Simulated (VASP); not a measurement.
# SiC (F-43m) in VASP: notebook

Runs on SiC. Level: PBEsol. Tasks: relaxation of cell and atoms, single point.

All numbers are computed with VASP 6.6.1; they aren't measurements. Logs are shortened: lines on timing, memory, paths and dates and some standing lists are left out, and cuts for length are marked.

**Experimental background.**

“Insight into the structural, elastic and electronic properties of a new orthorhombic 6O-SiC polytype”, 2020, pmc:7200658 quotes, for a bulk crystal of SiC: band gap 2.4 eV (indirect).

The results are compared with them further down.

### Step 1. The cell of the first run

The structure is cubic, space group F-43m (No. 216). Conventional cell: a = 4.348 Å, b = 4.348 Å, c = 4.348 Å, α = 90.00°, β = 90.00°, γ = 90.00°. Within 2.5 Å of Si (site symmetry -43m) lie 4 C at 1.88 Å. Within 2.5 Å of C (site symmetry -43m) lie 4 Si at 1.88 Å.

### Step 2. Relaxation of cell and atoms, PBEsol

INCAR reads:

```
SYSTEM = SiC
PREC     = Accurate       ! precision mode
ENCUT    = 600            ! plane-wave cutoff, eV
EDIFF    = 1E-6           ! SCF threshold, eV
ISMEAR   = 0              ! smearing method
SIGMA    = 0.02           ! smearing width, eV
LREAL    = .FALSE.        ! projectors in reciprocal space
LASPH    = .TRUE.         ! aspherical terms in the spheres
NELM     = 100            ! most SCF steps
ALGO     = Normal         ! electronic algorithm
ISIF     = 3              ! what is computed and relaxed
LWAVE    = .FALSE.        ! write WAVECAR
LCHARG   = .FALSE.        ! write CHGCAR
GGA      = PS             ! functional
IBRION   = 2              ! ionic algorithm
NSW      = 100            ! ionic steps
EDIFFG   = -0.005         ! ionic threshold
```

KPOINTS reads:

```
Automatic mesh
0
G
  12 12 12
  0 0 0
```

POSCAR reads:

```
SiC
1.0
    0.0000000000      2.1740000000      2.1740000000
    2.1740000000      0.0000000000      2.1740000000
    2.1740000000      2.1740000000      0.0000000000
Si C
1 1
Direct
    0.0000000000      0.0000000000      0.0000000000
    0.7500000000      0.7500000000      0.7500000000
```

Potentials or basis: VASP PAW PBE potentials, release 64 (Si, C).

The run is started by

```
> cat potpaw_PBE.64/Si/POTCAR potpaw_PBE.64/C/POTCAR > POTCAR
> mpirun -np 1 vasp_std > vasp.out
```

OUTCAR:

```text
SYSTEM = SiC
   PREC = Accurate
   ENCUT = 600
   EDIFF = 1E-6
   ISMEAR = 0
   LREAL = .FALSE.
   LASPH = .TRUE.
   NELM = 100
   ISIF = 3
   GGA = PS
   IBRION = 2
   NSW = 100
   EDIFFG = -0.005

 ion  position               nearest neighbor table
   1  0.000  0.000  0.000-   2 1.88   2 1.88   2 1.88   2 1.88
   2  0.750  0.750  0.750-   1 1.88   1 1.88   1 1.88   1 1.88

  LATTYP: Found a face centered cubic cell.
 ALAT       =     4.3480000000

  Lattice vectors:

 A1 = (   0.0000000000,   2.1740000000,   2.1740000000)
 A2 = (   2.1740000000,   0.0000000000,   2.1740000000)
 A3 = (   2.1740000000,   2.1740000000,   0.0000000000)

Analysis of symmetry for initial positions (statically):
=====================================================================
 Subroutine PRICEL returns:
 Original cell was already a primitive cell.

 Routine SETGRP: Setting up the symmetry group for a
 face centered cubic supercell.

 Subroutine GETGRP returns: Found 24 space group operations
 (whereof 24 operations were pure point group operations)
 out of a pool of 48 trial point group operations.

The static configuration has the point symmetry T_d .

Analysis of symmetry for dynamics (positions and initial velocities):
=====================================================================
 Subroutine PRICEL returns:
 Original cell was already a primitive cell.

 Routine SETGRP: Setting up the symmetry group for a
 face centered cubic supercell.

 Subroutine GETGRP returns: Found 24 space group operations
 (whereof 24 operations were pure point group operations)
 out of a pool of 48 trial point group operations.

The dynamic configuration has the point symmetry T_d .

 Subroutine INISYM returns: Found 24 space group operations
 (whereof 24 operations are pure point group operations),
 and found     1 'primitive' translations

----------------------------------------------------------------------------------------

                                     Primitive cell

  volume of cell :      20.5498

  direct lattice vectors                    reciprocal lattice vectors
     0.000000000  2.174000000  2.174000000    -0.229990800  0.229990800  0.229990800
     2.174000000  0.000000000  2.174000000     0.229990800 -0.229990800  0.229990800
     2.174000000  2.174000000  0.000000000     0.229990800  0.229990800 -0.229990800

  length of vectors
     3.074500285  3.074500285  3.074500285     0.398355752  0.398355752  0.398355752

  position of ions in fractional coordinates (direct lattice)
     0.000000000  0.000000000  0.000000000
     0.750000000  0.750000000  0.750000000

  ion indices of the primitive-cell ions
   primitive index   ion index
                 1           1
                 2           2

----------------------------------------------------------------------------------------

 KPOINTS: Automatic mesh

Automatic generation of k-mesh.
 Grid dimensions read from file:
 generate k-points for:   12   12   12

 Generating k-lattice:

  Cartesian coordinates                     Fractional coordinates (reciprocal lattice)
    -0.019165900  0.019165900  0.019165900     0.083333333  0.000000000  0.000000000
     0.019165900 -0.019165900  0.019165900     0.000000000  0.083333333  0.000000000
     0.019165900  0.019165900 -0.019165900     0.000000000  0.000000000  0.083333333

  Length of vectors
     0.033196313  0.033196313  0.033196313

  Shift w.r.t. Gamma in fractional coordinates (k-lattice)
     0.000000000  0.000000000  0.000000000

 Subroutine IBZKPT returns following result:
 ===========================================

 Found     72 irreducible k-points:

 Following reciprocal coordinates:
            Coordinates               Weight
  0.000000  0.000000  0.000000      1.000000
  0.083333  0.000000  0.000000      8.000000
  0.166667  0.000000  0.000000      8.000000
  0.250000  0.000000  0.000000      8.000000
  0.333333  0.000000  0.000000      8.000000
  0.416667  0.000000  0.000000      8.000000
[... 16 lines left out ...]
  0.500000  0.166667  0.000000     24.000000
 -0.416667  0.166667  0.000000     24.000000
 [... further k-points ...]
   k-points           NKPTS =     72   k-points in BZ     NKDIM =     72   number of bands    NBANDS=      8
   number of dos      NEDOS =    301   number of ions     NIONS =      2
   total plane-waves  NPLWV =  21952
   dimension x,y,z NGX =    28 NGY =   28 NGZ =   28
   dimension x,y,z NGXF=    56 NGYF=   56 NGZF=   56
   ions per type =               1   1
   NGX,Y,Z   is equivalent  to a cutoff of  15.14, 15.14, 15.14 a.u.
   NGXF,Y,Z  is equivalent  to a cutoff of  30.28, 30.28, 30.28 a.u.
 SYSTEM =  SiC
   PREC   = accura    normal or accurate (medium, high low for compatibility)
   ISTART =      0    job   : 0-new  1-cont  2-samecut
   ICHARG =      2    charge: 1-file 2-atom 10-const
   ISPIN  =      1    spin polarized calculation?
   LNONCOLLINEAR =      F non collinear calculations
   LSORBIT =      F    spin-orbit coupling
   LASPH  =      T    aspherical Exc in radial PAW
   ENCUT  =  600.0 eV  44.10 Ry    6.64 a.u.   6.14  6.14  6.14*2*pi/ulx,y,z
   NELM   =    100;   NELMIN=  2; NELMDL= -5     # of ELM steps
   EDIFF  = 0.1E-05   stopping-criterion for ELM
   LREAL  =      F    real-space projection
   EDIFFG = -.5E-02   stopping-criterion for IOM
   NSW    =    100    number of steps for IOM
   IBRION =      2    ionic relax: 0-MD 1-quasi-New 2-CG
   NFREE  =      1    steps in history (QN), initial steepest desc. (CG)
   ISIF   =      3    stress and relaxation
   ISYM   =      2    0-nonsym 1-usesym 2-fastsym
   POTIM  = 0.5000    time-step for ionic-motion
   TEBEG  =    0.0;   TEEND  =   0.0 temperature during run
   PSTRESS=    0.0 pullay stress
   NELECT =       8.0000    total number of electrons
   NUPDOWN=      -1.0000    fix difference up-down
   EMIN   =  10.00;   EMAX   =-10.00  energy-range for DOS
   EFERMI =   0.00;   METHOD = LEGACY
   ISMEAR =     0;   SIGMA  =   0.02  broadening in eV -4-tet -1-fermi 0-gaus
   EFERMI_NEDOS =   21; number of points for ismear=-14 and -15
   IALGO  =     38    algorithm
   IMIX   =      4    mixing-type and parameters
     AMIX     =   0.40;   BMIX     =  1.00
     AMIX_MAG =   1.60;   BMIX_MAG =  1.00
  volume/ion in A,a.u.               =      10.27        69.34
  Fermi-wavevector in a.u.,A,eV,Ry     =   1.195369  2.258920 19.441458  1.428907
  Thomas-Fermi vector in A             =   2.331336
   LORBIT       =      0    0 simple, 1 ext, 2 COOP (PROOUT), +10 PAW based schemes
   GGA     = PS    functional components
   LHFCALC =     F    Hartree Fock is set to
   AEXX    =    0.0000 exact exchange contribution
   IVDW    =     0    specifies the selected vdW correction
   LEPSILON=     F    determine dielectric tensor
   LRPA    =     F    only Hartree local field effects (RPA)
 conjugate gradient relaxation of ions
 non-spin polarized calculation
 Gauss-broadening in eV      SIGMA  =   0.02
  energy-cutoff  :      600.00
  volume of cell :       20.55
 maximum number of plane-waves:       701
 NGX is ok and might be reduce to    28
   NGX = 13   NGY = 13   NGZ = 13

--------------------------------------- Ionic step        1  -------------------------------------------

 number of electron       8.0000000 magnetization

 Free energy of the ion-electron system (eV)
  ---------------------------------------------------
  ext. energy  EPLUGINS =         0.00000000
  ---------------------------------------------------
  free energy    TOTEN  =       -15.91541684 eV

  energy without entropy =      -15.91541684  energy(sigma->0) =      -15.91541684

------------------------ aborting loop because EDIFF is reached ----------------------------------------

  FORCE on cell =-STRESS in cart. coord.  units (eV):
  Direction    XX          YY          ZZ          XY          YZ          ZX
  --------------------------------------------------------------------------------------
  -------------------------------------------------------------------------------------
  Total        0.2039739      0.2039739      0.2039739      0.0000000     -0.0000000     -0.0000000
  in kB       15.9029073     15.9029073     15.9029073      0.0000000     -0.0000000     -0.0000000
  external PRESSURE =      15.9029073 kB  Pullay stress =       0.0000000 kB
[... 57 lines left out ...]
  energy  without entropy=      -15.9152976192  energy(sigma->0) =      -15.91529762

--------------------------------------- Ionic step        3  -------------------------------------------

 number of electron       8.0000000 magnetization

 Free energy of the ion-electron system (eV)
  ---------------------------------------------------
  ext. energy  EPLUGINS =         0.00000000
  ---------------------------------------------------
  free energy    TOTEN  =       -15.91613078 eV

  energy without entropy =      -15.91613078  energy(sigma->0) =      -15.91613078

 E-fermi :   8.2145     XC(G=0): -11.5041

 val. band max:        8.0538412528   @ k =   0.0000   0.0000   0.0000
 cond. band min:       9.2884556172   @ k =   0.5000   0.5000   0.0000
 fundamental gap:      1.2346143644
 Fermi energy:         8.2145032554

 k-point     1 :       0.0000    0.0000    0.0000
  band No.  band energies     occupation
      1      -7.3688      2.00000
      2       8.0538      2.00000
      3       8.0538      2.00000
      4       8.0538      2.00000
      5      14.2389      0.00000
      6      15.2960      0.00000
      7      15.2960      0.00000
      8      15.2960      0.00000
[... 243 lines left out ...]
 k-point    24 :      -0.4167    0.1667    0.0000
  band No.  band energies     occupation
      1      -3.4418      2.00000
      2      -0.0098      2.00000
      3       4.9442      2.00000
      4       6.5324      2.00000
      5      13.0987      0.00000
      6      15.7072      0.00000
      7      16.5153      0.00000
      8      19.1551      0.00000

 [... further k-points ...]

------------------------ aborting loop because EDIFF is reached ----------------------------------------

  FORCE on cell =-STRESS in cart. coord.  units (eV):
  Direction    XX          YY          ZZ          XY          YZ          ZX
  --------------------------------------------------------------------------------------
  -------------------------------------------------------------------------------------
  Total        0.0009329      0.0009329      0.0009329     -0.0000000     -0.0000000     -0.0000000
  in kB        0.0722261      0.0722261      0.0722261     -0.0000000     -0.0000000     -0.0000000
  external PRESSURE =       0.0722261 kB  Pullay stress =       0.0000000 kB
[... 17 lines left out ...]
  FREE ENERGIE OF THE ION-ELECTRON SYSTEM (eV)
  ---------------------------------------------------
  free  energy   TOTEN  =       -15.9161307839 eV

  energy  without entropy=      -15.9161307839  energy(sigma->0) =      -15.91613078

 reached required accuracy - stopping structural energy minimisation
```

It took 44 s on 1 thread of AMD EPYC 7R13 (Zen 3), shared host; peak memory 0.13 GiB.

What came out:

```yaml
Free_energy: -15.9161 eV
Relaxed_volume: 10.35 Å³/atom
Relaxed_cell: a = 3.082 Å, b = 3.082 Å, c = 3.082 Å, α = 60.00°, β = 60.00°, γ = 60.00°
Space_group_after_relaxing_to_0.05_Å: F-43m (No. 216)
Energy_gained_by_relaxing: 0.4 meV/atom
Ionic_steps: 3
Pressure_after_relaxing: 0.0 GPa
Band_gap_on_the_k_mesh: 1.23 eV, indirect (least direct gap 4.44 eV)
```

Step by step:
```csv
step,energy change (eV),largest force (eV/Å),pressure (GPa),volume (Å³)
1,0.0000,0.0000,1.59,20.55
2,0.0001,0.0000,-1.66,20.85
3,-0.0007,0.0000,0.01,20.70
```

Final structure:
```xyz
2
Lattice="0.0000 2.1791 2.1791 2.1791 0.0000 2.1791 2.1791 2.1791 0.0000" Properties=species:S:1:pos:R:3 pbc="T T T"
Si    0.0000    0.0000    0.0000
C     3.2687    3.2687    3.2687
```

Caveat: the PAW data sets were made with another functional, which shifts forces and pressure a little. A k mesh can miss the band edges.

### Step 3. Single point, PBEsol

This run uses another cell than the first one, of 10.34 Å³/atom, 1.006 times its volume.

INCAR reads:

```
SYSTEM = SiC
PREC = Accurate
ENCUT = 520
EDIFF = 1E-7
ISMEAR = 0
SIGMA = 0.02
LREAL = .FALSE.
LASPH = .TRUE.
NELM = 60
ALGO = Normal
ISIF = 2
LWAVE = .FALSE.
LCHARG = .FALSE.
GGA = PS
NBANDS = 11
```

KPOINTS is that of step 2.

POSCAR reads:

```
SiC
1.0
    0.0000000000      2.1783275120      2.1783275120
    2.1783275120      0.0000000000      2.1783275120
    2.1783275120      2.1783275120      0.0000000000
Si C
1 1
Direct
    0.0000000000      0.0000000000      0.0000000000
    0.7500000000      0.7500000000      0.7500000000
```

Potentials or basis: VASP PAW PBE potentials, release 64 (Si, C).

The run is started by

```
> cat potpaw_PBE.64/Si/POTCAR potpaw_PBE.64/C/POTCAR > POTCAR
> mpirun -np 1 vasp_std > vasp.out
```

Wall time 5.6 s (1 thread of Intel Xeon Platinum 8559C (Emerald Rapids), shared host); peak memory 0.14 GiB.

It converged, with:

```
Free energy            : -15.9151 eV
Pressure               : 0.4 GPa
Band gap on the k mesh : 1.23 eV, indirect (least direct gap 4.44 eV)
```

Levels at points of the mesh, in eV from the valence-band top:
| k point | band 1 | band 2 | band 3 | band 4 | band 5 | band 6 | band 7 | band 8 |
| --- | --- | --- | --- | --- | --- | --- | --- | --- |
| (0.00, 0.00, 0.00) | -15.43 | 0.00 | 0.00 | 0.00 | 6.20 | 7.25 | 7.25 | 7.25 |
| (0.50, 0.00, 0.00) | -11.82 | -8.60 | -1.06 | -1.06 | 5.38 | 7.14 | 7.14 | 9.92 |
| (0.50, 0.50, 0.00) | -10.36 | -7.84 | -3.21 | -3.21 | 1.23 | 4.20 | 13.97 | 13.97 |

Caveat: the PAW data sets were made with another functional, which shifts forces and pressure a little.

(Part 1 of 3 ends here.)
